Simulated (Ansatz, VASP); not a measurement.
**One calculation of Ge3Pd, two programs**

The input INCAR:

```
ALGO = Normal
EDIFF = 1E-7
ENCUT = 520
GGA = CA
ISIF = 2
ISMEAR = -1
LASPH = True
LCHARG = False
LREAL = False
LWAVE = False
NBANDS = 34
NELM = 60
PREC = Accurate
SIGMA = 0.1
```

The input KPOINTS:

```
k-points
0
Gamma
  6 6 6
```

Contents of POSCAR:

```
Ge3Pd
1.0
    3.9692342501      0.0000000000      0.0000000000
    0.0000000000      3.9692342501      0.0000000000
    0.0000000000      0.0000000000      3.9692342501
Ge Pd
3 1
Direct
    0.0000000000      0.5000000000      0.5000000000
    0.5000000000      0.0000000000      0.5000000000
    0.5000000000      0.5000000000      0.0000000000
    0.0000000000      0.0000000000      0.0000000000
```

Input for Ansatz:

```yaml
crystal:
  lattice:
    - [3.969234250122153, 0.0, 0.0]
    - [0.0, 3.969234250122153, 0.0]
    - [0.0, 0.0, 3.969234250122153]
  atoms:
    - { symbol: Ge, position: [0.0, 0.5, 0.5] }
    - { symbol: Ge, position: [0.5, 0.0, 0.5] }
    - { symbol: Ge, position: [0.5, 0.5, 0.0] }
    - { symbol: Pd, position: [0.0, 0.0, 0.0] }
basis:
  ecutwfc: 420.0
  ecutrho_ratio: 4
kpoints:
  mp_grid:
    grid: [6, 6, 6]
hamiltonian:
  xc: lda
  pseudopotentials:
    kind: paw
scf:
  n_extra_bands: 16
  convergence:
    dr2_threshold: 1.0e-09
  occupations:
    method: fermi_dirac
output:
  stress: true
```

Alike in both runs: task single point; functional LDA; k mesh 6 × 6 × 6; no spin polarisation.

|  | VASP | Ansatz |
| --- | --- | --- |
| version | VASP 6.6.1 | Ansatz 0.2.0 |
| potentials or method | VASP PAW LDA potentials, release 64 (Ge_d, Pd), cutoff 520 eV | plane waves, PAW |
| occupations | fermi-dirac, width 0.1 eV | fermi-dirac |
| valence electrons in the cell | 52 | 60 |

Ansatz gave:

```
pressure (GPa) : 6.8
```

**Question.** Estimate VASP's values.

**Answer.** Pressure (GPa): 7.1.

LDA's correlation is that of Perdew and Zunger in VASP and of Perdew and Wang (1992) in Ansatz. VASP's potentials hold 52 valence electrons a cell and Ansatz's 60, so a difference there can come from the potentials and not from the codes. Ansatz's warnings: stress scf threshold loose.
